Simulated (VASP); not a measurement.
A run of VASP 6.6.1:

The input INCAR:

```
SYSTEM = Sr3Zn2H
ALGO = Normal ; EDIFF = 1E-7
ENCUT = 520 ; GGA = PE
ISIF = 2 ; ISMEAR = 0
LASPH = .TRUE. ; LCHARG = .TRUE.
LELF = .TRUE. ; LREAL = .FALSE.
LVHAR = .TRUE. ; LWAVE = .FALSE.
NBANDS = 36 ; NELM = 80
PREC = Accurate ; SIGMA = 0.1
```

Contents of KPOINTS:

```
k-points
0
G
  6 6 2
  0 0 0
```

The input POSCAR:

```
Sr3Zn2H
1.0
    3.7679687298      0.0000000000      0.0000000000
    0.0000000000      3.7679687298      0.0000000000
    0.0000000000      0.0000000000     11.5967139189
Sr Zn H
3 2 1
Direct
    0.5000000000      0.5000000000      0.1625255311
    0.5000000000      0.5000000000      0.5000000000
    0.5000000000      0.5000000000      0.8374744689
    0.0000000000      0.0000000000      0.3317686592
    0.0000000000      0.0000000000      0.6682313408
    0.0000000000      0.0000000000      0.0000000000
```

Potentials or basis: VASP PAW PBE potentials, release 64 (Sr_sv, Zn, H).

Launch:

```console
$ cat potpaw_PBE.64/Sr_sv/POTCAR potpaw_PBE.64/Zn/POTCAR potpaw_PBE.64/H/POTCAR > POTCAR
$ mpirun -np 1 vasp_std > vasp.out
```

Hardware: 1 thread of AMD EPYC 9R45 96-Core Processor (Zen 5) (shared host).

Problem. How long does it take, and how much memory?

Solution. Wall time 60 s on 1 thread of AMD EPYC 9R45 96-Core Processor (Zen 5), on a shared host, peak memory 0.28 GiB. Counts: scf iterations 14, k points 20.
